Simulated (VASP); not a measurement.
# MgI2: relaxation of the atoms with PBE+D3(BJ)

The system is MgI2.

```
Mg I
1.0
     4.14000    0.00000    0.00000
    -2.07000    3.58535    0.00000
     0.00000    0.00000    6.88000
Mg I
1 2
Direct
  0.00000 0.00000 0.00000
  0.33333 0.66667 0.25000
  0.66667 0.33333 0.75000
```

```yaml
Program: VASP 6.6.1
Task: relaxation of the atoms
Functional: PBE
Dispersion: D3(BJ)
Potentials_or_basis: VASP PAW PBE potentials, release 64 (Mg, I)
Cutoff: 520 eV
k_mesh: 6 × 6 × 4
Occupations: gaussian, width 0.02 eV
Spin: no spin polarisation
Dipole_correction: no
Further_INCAR_settings: ALGO = Normal; EDIFF = 1e-06; IBRION = 2; EDIFFG = -0.01; NSW = 60
```

```
Energy gained by relaxing  : 4.0 meV/atom
Ionic steps                : 4
Pressure after relaxing    : -0.3 GPa
Band gap on the k mesh     : 3.54 eV (least direct gap 3.73 eV)
Dispersion energy per atom : -0.311 eV
```

Stress tensor (GPa, compression positive):
```
-0.30  0.00  0.00
 0.00 -0.30  0.00
 0.00  0.00 -0.21
```

Step by step:
| step | energy change (eV) | largest force (eV/Å) | pressure (GPa) |
| --- | --- | --- | --- |
| 1 | 0.0000 | 0.2567 | -0.94 |
| 2 | -0.0055 | 0.1898 | -0.77 |
| 3 | -0.0120 | 0.0204 | -0.32 |
| 4 | -0.0121 | 0.0003 | -0.27 |

Final structure:
```yaml
crystal:
  lattice:
    - [4.14000, 0.00000, 0.00000]
    - [-2.07000, 3.58535, 0.00000]
    - [0.00000, 0.00000, 6.88000]
  atoms:
    - { symbol: Mg, position: [0.00000, 0.00000, 0.00000] }
    - { symbol: I, position: [0.33333, 0.66667, 0.24321] }
    - { symbol: I, position: [0.66667, 0.33333, 0.75679] }
```

Levels at points of the mesh, in eV from the valence-band top:
```csv
k point,band 4,band 5,band 6,band 7,band 8,band 9,band 10,band 11,band 12
"(0.00, 0.00, 0.00)",-0.42,-0.42,-0.04,-0.04,0.00,3.73,4.81,6.73,6.73
"(0.50, 0.00, 0.00)",-2.82,-1.87,-1.36,-0.91,-0.44,3.65,5.34,5.50,6.96
"(0.00, 0.00, 0.50)",-1.46,-0.32,-0.32,-0.15,-0.15,4.70,4.89,6.55,6.55
"(0.50, 0.00, 0.50)",-3.21,-1.19,-1.13,-0.80,-0.68,3.55,5.21,5.66,6.06
```

It took 53 s on 1 thread of Intel(R) Xeon(R) Platinum 8488C (Sapphire Rapids) (shared host), peak memory 0.25 GiB.

Caveat: spin-orbit coupling is left out, which moves the levels of the heavy elements. A k mesh can miss the band edges.
